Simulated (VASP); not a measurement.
# B4MoRu (Cmmm) in VASP: notebook

B4MoRu is run at these levels: PBE; tasks: single point.

Program: VASP 6.6.1. These are calculated values, not measurements. Logs are shortened: lines on timing, memory, paths and dates and some standing lists are left out, and cuts for length are marked.

## Step 1: The cell of the first run

The structure is orthorhombic, space group Cmmm (No. 65). Conventional cell: a = 6.306 Å, b = 6.339 Å, c = 3.067 Å, α = 90.00°, β = 90.00°, γ = 90.00°. B (site symmetry 2mm) has 2 Mo at 1.95 Å and 1 Ru at 1.95 Å and 1 B at 2.41 Å within 2.6 Å. B (site symmetry m2m) has 1 Mo at 1.91 Å and 2 Ru at 1.98 Å within 2.5 Å. Mo (site symmetry mmm) has 6 B at 1.91 to 1.95 Å within 2.5 Å. Within 2.6 Å of Ru (site symmetry mmm) lie 6 B at 1.95 to 1.98 Å.

## Step 2: Single point, PBE

INCAR reads:

```
ALGO = Normal
EDIFF = 1E-7
ENCUT = 520
GGA = PE
ISIF = 2
ISMEAR = 0
LASPH = True
LCHARG = False
LREAL = False
LWAVE = False
NBANDS = 29
NELM = 60
PREC = Accurate
SIGMA = 0.1
```

KPOINTS reads:

```
k-points
0
Gamma
  4 4 6
```

POSCAR reads:

```
B4MoRu
1.0
    3.1529134300     -3.1696424100      0.0000000000
    3.1529134300      3.1696424100      0.0000000000
    0.0000000000      0.0000000000      3.0666674500
B Mo Ru
4 1 1
Direct
    0.8092463600      0.8092463600      0.0000000000
    0.6982636500      0.3017363500      0.5000000000
    0.1907536400      0.1907536400      0.0000000000
    0.3017363500      0.6982636500      0.5000000000
    0.0000000000      0.0000000000      0.5000000000
    0.5000000000      0.5000000000      0.0000000000
```

Potentials or basis: VASP PAW PBE potentials, release 64 (B, Mo_sv, Ru_pv).

Launch:

```console
$ cat potpaw_PBE.64/B/POTCAR potpaw_PBE.64/Mo_sv/POTCAR potpaw_PBE.64/Ru_pv/POTCAR > POTCAR
$ mpirun -np 1 vasp_std > vasp.out
```

OUTCAR:

```text
EDIFF = 1E-7
   ENCUT = 520
   GGA = PE
   ISIF = 2
   ISMEAR = 0
   LASPH = True
   LREAL = False
   NELM = 60
   PREC = Accurate

 ion  position               nearest neighbor table
   1  0.809  0.809  0.000-   5 1.95   5 1.95   6 1.95
   2  0.698  0.302  0.500-   5 1.91   6 1.98   6 1.98
   3  0.191  0.191  0.000-   5 1.95   5 1.95   6 1.95
   4  0.302  0.698  0.500-   5 1.91   6 1.98   6 1.98
   5  0.000  0.000  0.500-   2 1.91   4 1.91   3 1.95   1 1.95   1 1.95   3 1.95
   6  0.500  0.500  0.000-   1 1.95   3 1.95   2 1.98   4 1.98   2 1.98   4 1.98

  LATTYP: Found a base centered orthorhombic cell.
 ALAT       =     6.3058268600
 B/A-ratio  =     1.0053058799
 C/A-ratio  =     0.4863228119

  Lattice vectors:

 A1 = (   3.1529134300,  -3.1696424100,   0.0000000000)
 A2 = (   3.1529134300,   3.1696424100,   0.0000000000)
 A3 = (   0.0000000000,   0.0000000000,   3.0666674500)

Analysis of symmetry for initial positions (statically):
=====================================================================
 Subroutine PRICEL returns:
 Original cell was already a primitive cell.

 Routine SETGRP: Setting up the symmetry group for a
 base centered orthorhombic supercell.

 Subroutine GETGRP returns: Found  8 space group operations
 (whereof  8 operations were pure point group operations)
 out of a pool of  8 trial point group operations.

The static configuration has the point symmetry D_2h.

Analysis of symmetry for dynamics (positions and initial velocities):
=====================================================================
 Subroutine PRICEL returns:
 Original cell was already a primitive cell.

 Routine SETGRP: Setting up the symmetry group for a
 base centered orthorhombic supercell.

 Subroutine GETGRP returns: Found  8 space group operations
 (whereof  8 operations were pure point group operations)
 out of a pool of  8 trial point group operations.

The dynamic configuration has the point symmetry D_2h.

 Subroutine INISYM returns: Found  8 space group operations
 (whereof  8 operations are pure point group operations),
 and found     1 'primitive' translations

----------------------------------------------------------------------------------------

                                     Primitive cell

  volume of cell :      61.2941

  direct lattice vectors                    reciprocal lattice vectors
     3.152913430 -3.169642410  0.000000000     0.158583485 -0.157746501  0.000000000
     3.152913430  3.169642410  0.000000000     0.158583485  0.157746501  0.000000000
     0.000000000  0.000000000  3.066667450     0.000000000  0.000000000  0.326086873

  length of vectors
     4.470737758  4.470737758  3.066667450     0.223679861  0.223679861  0.326086873

  position of ions in fractional coordinates (direct lattice)
     0.809246360  0.809246360  0.000000000
     0.698263650  0.301736350  0.500000000
     0.190753640  0.190753640  0.000000000
     0.301736350  0.698263650  0.500000000
     0.000000000  0.000000000  0.500000000
     0.500000000  0.500000000  0.000000000

  ion indices of the primitive-cell ions
   primitive index   ion index
                 1           1
                 2           2
                 3           3
                 4           4
                 5           5
                 6           6

----------------------------------------------------------------------------------------

 KPOINTS: k-points

Automatic generation of k-mesh.
 Grid dimensions read from file:
 generate k-points for:    4    4    6

 Generating k-lattice:

  Cartesian coordinates                     Fractional coordinates (reciprocal lattice)
     0.039645871 -0.039436625  0.000000000     0.250000000  0.000000000  0.000000000
     0.039645871  0.039436625  0.000000000     0.000000000  0.250000000  0.000000000
     0.000000000  0.000000000  0.054347812     0.000000000  0.000000000  0.166666667

  Length of vectors
     0.055919965  0.055919965  0.054347812

  Shift w.r.t. Gamma in fractional coordinates (k-lattice)
     0.000000000  0.000000000  0.000000000

 Subroutine IBZKPT returns following result:
 ===========================================

 Found     28 irreducible k-points:

 Following reciprocal coordinates:
            Coordinates               Weight
  0.000000  0.000000  0.000000      1.000000
  0.250000 -0.000000  0.000000      4.000000
  0.500000 -0.000000  0.000000      2.000000
  0.250000  0.250000  0.000000      2.000000
  0.500000  0.250000  0.000000      4.000000
 -0.250000  0.250000  0.000000      2.000000
[... 16 lines left out ...]
  0.250000 -0.000000  0.500000      4.000000
  0.500000 -0.000000  0.500000      2.000000
 [... further k-points ...]
   k-points           NKPTS =     28   k-points in BZ     NKDIM =     28   number of bands    NBANDS=     29
   number of dos      NEDOS =    301   number of ions     NIONS =      6
   total plane-waves  NPLWV =  31104
   dimension x,y,z NGX =    36 NGY =   36 NGZ =   24
   dimension x,y,z NGXF=    72 NGYF=   72 NGZF=   48
   ions per type =               4   1   1
   NGX,Y,Z   is equivalent  to a cutoff of  13.39, 13.39, 13.01 a.u.
   NGXF,Y,Z  is equivalent  to a cutoff of  26.77, 26.77, 26.02 a.u.
 SYSTEM =  unknown system
   PREC   = accura    normal or accurate (medium, high low for compatibility)
   ISTART =      0    job   : 0-new  1-cont  2-samecut
   ICHARG =      2    charge: 1-file 2-atom 10-const
   ISPIN  =      1    spin polarized calculation?
   LNONCOLLINEAR =      F non collinear calculations
   LSORBIT =      F    spin-orbit coupling
   LASPH  =      T    aspherical Exc in radial PAW
   ENCUT  =  520.0 eV  38.22 Ry    6.18 a.u.   8.31  8.31  5.70*2*pi/ulx,y,z
   NELM   =     60;   NELMIN=  2; NELMDL= -5     # of ELM steps
   EDIFF  = 0.1E-06   stopping-criterion for ELM
   LREAL  =      F    real-space projection
   EDIFFG = 0.1E-05   stopping-criterion for IOM
   NSW    =      0    number of steps for IOM
   IBRION =     -1    ionic relax: 0-MD 1-quasi-New 2-CG
   NFREE  =      0    steps in history (QN), initial steepest desc. (CG)
   ISIF   =      2    stress and relaxation
   ISYM   =      2    0-nonsym 1-usesym 2-fastsym
   POTIM  = 0.5000    time-step for ionic-motion
   TEBEG  =    0.0;   TEEND  =   0.0 temperature during run
   PSTRESS=    0.0 pullay stress
   NELECT =      40.0000    total number of electrons
   NUPDOWN=      -1.0000    fix difference up-down
   EMIN   =  10.00;   EMAX   =-10.00  energy-range for DOS
   EFERMI =   0.00;   METHOD = LEGACY
   ISMEAR =     0;   SIGMA  =   0.10  broadening in eV -4-tet -1-fermi 0-gaus
   EFERMI_NEDOS =   21; number of points for ismear=-14 and -15
   IALGO  =     38    algorithm
   IMIX   =      4    mixing-type and parameters
     AMIX     =   0.40;   BMIX     =  1.00
     AMIX_MAG =   1.60;   BMIX_MAG =  1.00
  volume/ion in A,a.u.               =      10.22        68.94
  Fermi-wavevector in a.u.,A,eV,Ry     =   1.420000  2.683412 27.434807  2.016401
  Thomas-Fermi vector in A             =   2.540962
   LORBIT       =      0    0 simple, 1 ext, 2 COOP (PROOUT), +10 PAW based schemes
   GGA     = PE    functional components
   LHFCALC =     F    Hartree Fock is set to
   AEXX    =    0.0000 exact exchange contribution
   IVDW    =     0    specifies the selected vdW correction
   LEPSILON=     F    determine dielectric tensor
   LRPA    =     F    only Hartree local field effects (RPA)
 non-spin polarized calculation
 Gauss-broadening in eV      SIGMA  =   0.10
  energy-cutoff  :      520.00
  volume of cell :       61.29
 maximum number of plane-waves:      1668
 NGX is ok and might be reduce to    36
   NGX = 17   NGY = 17   NGZ = 11

 number of electron      39.9999998 magnetization

 Free energy of the ion-electron system (eV)
  ---------------------------------------------------
  ext. energy  EPLUGINS =         0.00000000
  ---------------------------------------------------
  free energy    TOTEN  =       -35.56114399 eV

  energy without entropy =      -35.54279484  energy(sigma->0) =      -35.55196941

 E-fermi :   8.5646     XC(G=0): -12.2798

 val. band max:        8.5545038690   @ k =  -0.2500   0.2500   0.1667
 cond. band min:       8.5766702646   @ k =   0.2500   0.2500   0.5000
 fundamental gap:      0.0221663955
 Fermi energy:         8.5645893354

 k-point     1 :       0.0000    0.0000    0.0000
  band No.  band energies     occupation
      1     -51.3386      2.00000
      2     -34.3578      2.00000
      3     -34.2271      2.00000
      4     -34.1216      2.00000
      5     -25.8200      2.00000
      6     -25.7835      2.00000
[... 21 lines left out ...]
     28      14.2703      0.00000
     29      14.5099      0.00000

 k-point     2 :       0.2500   -0.0000    0.0000
  band No.  band energies     occupation
      1     -51.3385      2.00000
      2     -34.3578      2.00000
      3     -34.2274      2.00000
      4     -34.1219      2.00000
      5     -25.8199      2.00000
      6     -25.7854      2.00000
[... 21 lines left out ...]
     28      13.8936      0.00000
     29      14.5914      0.00000

 k-point     3 :       0.5000   -0.0000    0.0000
  band No.  band energies     occupation
      1     -51.3385      2.00000
      2     -34.3577      2.00000
      3     -34.2277      2.00000
      4     -34.1222      2.00000
      5     -25.8198      2.00000
      6     -25.7875      2.00000
[... 21 lines left out ...]
     28      13.4725      0.00000
     29      14.6008      0.00000

 k-point     4 :       0.2500    0.2500    0.0000
  band No.  band energies     occupation
      1     -51.3385      2.00000
      2     -34.3577      2.00000
      3     -34.2277      2.00000
      4     -34.1224      2.00000
      5     -25.8198      2.00000
      6     -25.7867      2.00000
[... 597 lines left out ...]
     28      13.9438      0.00000
     29      15.9254      0.00000

 k-point    23 :       0.2500   -0.0000    0.5000
  band No.  band energies     occupation
      1     -51.2998      2.00000
      2     -34.5559      2.00000
      3     -34.2098      2.00000
      4     -34.1054      2.00000
      5     -26.3181      2.00000
      6     -25.7354      2.00000
[... 21 lines left out ...]
     28      14.6767      0.00000
     29      15.4134      0.00000

 k-point    24 :       0.5000   -0.0000    0.5000
  band No.  band energies     occupation
      1     -51.2997      2.00000
      2     -34.5558      2.00000
      3     -34.2102      2.00000
      4     -34.1057      2.00000
      5     -26.3175      2.00000
      6     -25.7368      2.00000
[... 21 lines left out ...]
     28      15.0283      0.00000
     29      15.1277      0.00000

 [... further k-points ...]
[... 5 lines left out ...]
  --------------------------------------------------------------------------------------
  -------------------------------------------------------------------------------------
  Total       20.3054473     22.4175243     26.3399692     -0.0000000      0.0000000      0.0000000
  in kB      530.7672878    585.9752020    688.5046075     -0.0000000      0.0000000      0.0000000
  external PRESSURE =     601.7490324 kB  Pullay stress =       0.0000000 kB

 VOLUME and BASIS-vectors are now :
 -----------------------------------------------------------------------------
  energy-cutoff  :      520.00
  volume of cell :       61.29
      direct lattice vectors                 reciprocal lattice vectors
     3.152913430 -3.169642410  0.000000000     0.158583485 -0.157746501  0.000000000
     3.152913430  3.169642410  0.000000000     0.158583485  0.157746501  0.000000000
     0.000000000  0.000000000  3.066667450     0.000000000  0.000000000  0.326086873

 POSITION                                       TOTAL-FORCE (eV/Angst)
 -----------------------------------------------------------------------------------
      5.10297      0.00000      0.00000        -2.018055     -0.000000      0.000000
      3.15291     -1.25685      1.53333         0.000000      0.703475      0.000000
      1.20286      0.00000      0.00000         2.018055     -0.000000     -0.000000
      3.15291      1.25685      1.53333         0.000000     -0.703475     -0.000000
      0.00000      0.00000      1.53333         0.000000     -0.000000      0.000000
      3.15291      0.00000      0.00000        -0.000000      0.000000      0.000000
 -----------------------------------------------------------------------------------
    total drift:                                0.000000      0.000000      0.000000

  FREE ENERGIE OF THE ION-ELECTRON SYSTEM (eV)
  ---------------------------------------------------
  free  energy   TOTEN  =       -35.5611439868 eV

  energy  without entropy=      -35.5427948427  energy(sigma->0) =      -35.55196941
```

Run time: 18 s. Hardware: 1 thread of Intel Xeon 6975P-C (Granite Rapids), shared host; peak memory 0.2 GiB.

What came out:

```
Free energy            : -35.5611 eV
Pressure               : 60.2 GPa
Largest force          : 2.018 eV/Å
Band gap on the k mesh : zero (band 20 reaches 9.11 eV, above the bottom of band 21 at 8.02 eV)
```

Forces in eV/Å, atoms in the order of the input:
```
B   -2.018  0.000  0.000
B    0.000  0.703  0.000
B    2.018  0.000  0.000
B    0.000 -0.703  0.000
Mo   0.000  0.000  0.000
Ru   0.000  0.000  0.000
```

Stress tensor (GPa, compression positive):
```
53.08  0.00  0.00
 0.00 58.60  0.00
 0.00  0.00 68.85
```

Levels at points of the mesh, in eV from the Fermi level:
| k point | band 17 | band 18 | band 19 | band 20 | band 21 | band 22 | band 23 | band 24 |
| --- | --- | --- | --- | --- | --- | --- | --- | --- |
| (0.00, 0.00, 0.00) | -1.06 | -0.78 | -0.47 | 0.46 | 0.46 | 0.63 | 0.83 | 1.29 |
| (0.50, 0.00, 0.00) | -2.77 | -2.17 | -0.89 | 0.22 | 0.35 | 1.83 | 3.36 | 4.10 |
| (0.50, 0.50, 0.00) | -2.10 | -0.95 | -0.66 | 0.48 | 0.68 | 1.92 | 2.09 | 2.55 |
| (0.00, 0.00, 0.50) | -3.13 | -1.29 | -1.13 | 0.02 | 0.97 | 1.24 | 1.93 | 2.33 |
| (0.50, 0.00, 0.50) | -1.24 | -0.60 | -0.50 | -0.34 | 0.02 | 0.17 | 0.20 | 0.52 |
| (0.50, 0.50, 0.50) | -2.15 | -2.07 | -0.71 | -0.03 | 0.18 | 0.34 | 1.71 | 2.39 |

Caveat: forces of over 1 eV/Å act on the atoms, so gaps and moduli don't describe the material at rest.

## Step 3: Single point, PBE

This run uses another cell than the first one, of 13.32 Å³/atom, 1.304 times its volume.

INCAR reads:

```
ALGO = Normal ; EDIFF = 1E-6
ENCUT = 520 ; GGA = PE
ISIF = 2 ; ISMEAR = 0
LASPH = T ; LCHARG = T
LELF = T ; LREAL = F
LVHAR = T ; LWAVE = F
NBANDS = 29 ; NELM = 60
PREC = Accurate ; SIGMA = 0.1
```

KPOINTS is that of step 2.

POSCAR reads:

```
B4MoRu
1.0
    4.0527896820     -3.9551867353      0.0000000000
    4.0527896820      3.9551867353      0.0000000000
    0.0000000000      0.0000000000      2.4936523311
B Mo Ru
4 1 1
Direct
    0.7649084718      0.7649084718      0.0000000000
    0.7187571725      0.2812428275      0.5000000000
    0.2350915282      0.2350915282      0.0000000000
    0.2812428275      0.7187571725      0.5000000000
    0.0000000000      0.0000000000      0.5000000000
    0.5000000000      0.5000000000      0.0000000000
```

Potentials or basis: VASP PAW PBE potentials, release 64 (B, Mo_sv, Ru_pv).

Launch:

```console
$ cat potpaw_PBE.64/B/POTCAR potpaw_PBE.64/Mo_sv/POTCAR potpaw_PBE.64/Ru_pv/POTCAR > POTCAR
$ mpirun -np 1 vasp_std > vasp.out
```

Wall time 30 s (1 thread of Intel Xeon 6975P-C (Granite Rapids), shared host); peak memory 0.21 GiB.

The run converged. Its results:

| Quantity | Value |
| --- | --- |
| Free energy | -39.7781 eV |
| Pressure | 0.0 GPa |
| Largest force | 0.022 eV/Å |
| Band gap on the k mesh | zero (band 20 reaches 5.64 eV, above the bottom of band 21 at 5.33 eV) |

Forces in eV/Å, atoms in the order of the input:
```
B   -0.022  0.000  0.000
B    0.000  0.022  0.000
B    0.022  0.000  0.000
B    0.000 -0.022  0.000
Mo   0.000  0.000  0.000
Ru   0.000  0.000  0.000
```

Stress tensor (GPa, compression positive):
```
 0.20  0.00  0.00
 0.00 -0.31  0.00
 0.00  0.00  0.14
```

Levels at points of the mesh, in eV from the Fermi level:
| k point | band 16 | band 17 | band 18 | band 19 | band 20 | band 21 | band 22 | band 23 | band 24 | band 25 |
| --- | --- | --- | --- | --- | --- | --- | --- | --- | --- | --- |
| (0.00, 0.00, 0.00) | -2.53 | -1.53 | -1.26 | -1.15 | -0.62 | 0.33 | 2.32 | 3.13 | 3.17 | 3.32 |
| (0.50, 0.00, 0.00) | -2.40 | -1.82 | -1.37 | -1.10 | -0.61 | 0.36 | 2.24 | 2.28 | 3.05 | 3.16 |
| (0.50, 0.50, 0.00) | -2.47 | -2.22 | -0.63 | -0.17 | 0.08 | 0.33 | 1.05 | 1.33 | 2.32 | 3.16 |
| (0.00, 0.00, 0.50) | -1.80 | -0.64 | -0.58 | -0.32 | -0.22 | -0.09 | -0.09 | 0.06 | 3.06 | 3.69 |
| (0.50, 0.00, 0.50) | -2.11 | -2.01 | -1.48 | -1.42 | -1.05 | 0.20 | 1.51 | 1.70 | 2.84 | 3.03 |
| (0.50, 0.50, 0.50) | -1.54 | -1.07 | -0.90 | -0.43 | -0.39 | -0.13 | 0.28 | 0.36 | 3.61 | 3.65 |

Caveat: the k points lie up to 0.42 Å⁻¹ apart.
